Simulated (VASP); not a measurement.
Here is a VASP 6.6.1 calculation.

The input INCAR:

```
SYSTEM = Ta3TiN4
ALGO = Normal
EDIFF = 1E-6
ENCUT = 520
GGA = PE
ISIF = 2
ISMEAR = 0
LASPH = .TRUE.
LCHARG = .TRUE.
LELF = .TRUE.
LREAL = .FALSE.
LVHAR = .TRUE.
LWAVE = .FALSE.
NBANDS = 42
NELM = 80
PREC = Accurate
SIGMA = 0.2
```

The input KPOINTS:

```
k-points
0
G
  12 12 2
  0 0 0
```

The input POSCAR:

```
Ta3TiN4
1.0
    2.9427008797     -0.0000000289      0.0000000000
   -1.4713504149      2.5484537320      0.0000000000
    0.0000000000      0.0000000000     11.3825828000
Ti Ta N
1 3 4
Direct
    0.0000000000      0.0000000000      0.5000000000
    0.0000000000      0.0000000000      0.0000000000
    0.0000000000      0.0000000000      0.2549560000
    0.0000000000      0.0000000000      0.7450440000
    0.6666666667      0.3333333333      0.8732760000
    0.6666666667      0.3333333333      0.1267240000
    0.6666666667      0.3333333333      0.3778760000
    0.6666666667      0.3333333333      0.6221240000
```

Potentials or basis: VASP PAW PBE potentials, release 64 (Ti_sv, Ta_pv, N).

Launch:

```sh
$ cat potpaw_PBE.64/Ti_sv/POTCAR potpaw_PBE.64/Ta_pv/POTCAR potpaw_PBE.64/N/POTCAR > POTCAR
$ mpirun -np 1 vasp_std > vasp.out
```

Question: What does it give for the largest force?

Answer: 0.009 eV/Å.

Question: What does it give for the band gap on the k mesh?

Answer: Zero (an odd number of electrons rules out a gap without spin polarisation).

Question: What does it give for the pressure?

Answer: 0.7 GPa.

Stress tensor (GPa, compression positive):
```
0.65 0.00 0.00
0.00 0.65 0.00
0.00 0.00 0.92
```

Caveat: spin-orbit coupling is left out, which moves the levels of the heavy elements.
